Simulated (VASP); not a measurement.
A run of VASP 6.6.1:

File INCAR:

```
PREC = Accurate
ENCUT = 520
EDIFF = 1E-6
ISMEAR = 1
SIGMA = 0.02
LREAL = F
LASPH = T
NELM = 80
ALGO = Normal
ISIF = 2
LWAVE = F
LCHARG = F
GGA = PS
IVDW = 12
NBANDS = 35
```

Contents of KPOINTS:

```
regular mesh
0
Gamma
  6 6 6
```

Contents of POSCAR:

```
SnO2
1.0
   -1.9987006788      1.9987006788      5.0921559280
    1.9987006788     -1.9987006788      5.0921559280
    1.9987006788      1.9987006788     -5.0921559280
Sn O
2 4
Direct
    0.7500000000      0.2500000000      0.5000000000
    0.0000000000      0.0000000000      0.0000000000
    0.7963488663      0.7963488663      0.0000000000
    0.9536511337      0.4536511337      0.5000000000
    0.2036511337      0.2036511337      0.0000000000
    0.5463488663      0.0463488663      0.5000000000
```

Potentials or basis: VASP PAW PBE potentials, release 64 (Sn_d, O).

Launch:

```console
$ cat potpaw_PBE.64/Sn_d/POTCAR potpaw_PBE.64/O/POTCAR > POTCAR
$ mpirun -np 1 vasp_std > vasp.out
```

Hardware: 1 thread of AMD EPYC 9R45 96-Core Processor (Zen 5) (shared host).

Problem. How long does it take, and how much memory?

Solution. Wall time 2.3 min on 1 thread of AMD EPYC 9R45 96-Core Processor (Zen 5), with other jobs on the host, peak memory 0.31 GiB. Counts: scf iterations 14, k points 30.
